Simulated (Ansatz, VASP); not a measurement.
**Two plane-wave programs on SiP5**

```
CELL_PARAMETERS angstrom
3.09616 1.78757 3.15766
-3.09616 1.78757 3.15766
0.00000 -3.57513 3.15766
ATOMIC_POSITIONS crystal
Si 0.50000 0.50000 0.50000
P 0.50000 0.50000 0.00000
P 0.00000 0.50000 0.50000
P 0.50000 0.00000 0.50000
P 0.82666 0.82666 0.82666
P 0.17334 0.17334 0.17334
```

Alike in both runs: functional PBE; k mesh 3 × 3 × 3; occupations gaussian, width 0.1 eV; no spin polarisation.

Ansatz relaxed the structure, and its values are those at the end. VASP's run is a single point on that final structure, the one shown.

|  | VASP | Ansatz |
| --- | --- | --- |
| version | VASP 6.6.1 | Ansatz 0.2.0 |
| potentials or method | VASP PAW PBE potentials, release 64 (Si, P), cutoff 520 eV | scalar-relativistic, plane waves, PAW |
| valence electrons in the cell | 29 | 29 |

Ansatz gave:

| Property | Result |
| --- | --- |
| gap on the k mesh at the Fermi level (eV) | none |
| pressure (GPa) | 0.0 |
| rms of the force components (eV/Å) | 0.003 |

Question: Estimate VASP's values.

Answer: gap on the k mesh at the Fermi level (eV): none; pressure (GPa): -0.2; rms of the force components (eV/Å): 0.016.

A gap of «none» marks a metal or a gap that the smearing closes.

The k mesh is coarse, so the values compare programs but aren't converged.
